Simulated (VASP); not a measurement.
Crystal: Se.

```
Se
1.0
     4.36620    0.00000    0.00000
    -2.18310    3.78124    0.00000
     0.00000    0.00000    4.95360
Se
3
Direct
  0.77460 0.77460 0.00000
  0.00000 0.22540 0.66667
  0.22540 0.00000 0.33333
```

- Program: VASP 6.6.1
- Task: relaxation of cell and atoms
- Functional: RPBE
- Dispersion: D3(BJ)
- Potentials or basis: VASP PAW PBE potentials, release 64 (Se)
- Cutoff: 600 eV
- k mesh: 7 × 7 × 6
- Occupations: fermi-dirac, width 0.05 eV
- Spin: no spin polarisation

At the start: pressure -4.0 GPa; volume 27.26 Å³/atom.

How do energy, volume and symmetry change on relaxing?

Over 20 steps the energy falls by 344.8 meV/atom and the volume is 18.47 Å³/atom (-32.3 %); space group P3_121 (No. 152, to 0.1 Å) before and after.

Step by step:
```tsv
step	energy change (eV)	largest force (eV/Å)	pressure (GPa)	volume (Å³)
1	0.0000	0.4847	-3.95	81.78
2	-0.1853	1.2724	-0.59	74.07
3	-0.2394	2.0118	3.87	67.98
4	-0.2981	1.9669	4.13	66.68
5	-0.4484	1.8417	5.60	62.87
6	-0.5564	1.6027	12.57	55.65
7	-0.7794	0.8592	7.93	56.21
8	-0.9410	0.1610	2.65	57.03
9	-0.9675	0.0399	0.62	57.42
10	-0.9711	0.1184	-0.33	57.63
11	-0.9710	0.1306	-0.50	57.67
12	-0.9760	0.1571	-0.37	57.54
13	-0.9926	0.2027	-0.05	57.13
14	-1.0189	0.1739	0.51	56.30
15	-1.0304	0.0474	1.60	54.50
16	-1.0316	0.0013	1.38	54.87
17	-1.0298	0.0008	-1.39	55.83
18	-1.0344	0.0036	0.11	55.30
19	-1.0345	0.0022	0.07	55.35
20	-1.0345	0.0088	0.04	55.40
```

Final structure:
```yaml
crystal:
  lattice:
    - [3.47719, 0.00000, 0.00000]
    - [-1.73860, 3.01134, 0.00000]
    - [0.00000, 0.00000, 5.29084]
  atoms:
    - { symbol: Se, position: [0.69556, 0.69556, 0.00000] }
    - { symbol: Se, position: [0.00000, 0.30444, 0.66667] }
    - { symbol: Se, position: [0.30444, 0.00000, 0.33333] }
```

Caveat: the volume moved by over 15 % at a fixed basis, so the end points are rough; the PAW data sets were made with another functional, which shifts forces and pressure a little.
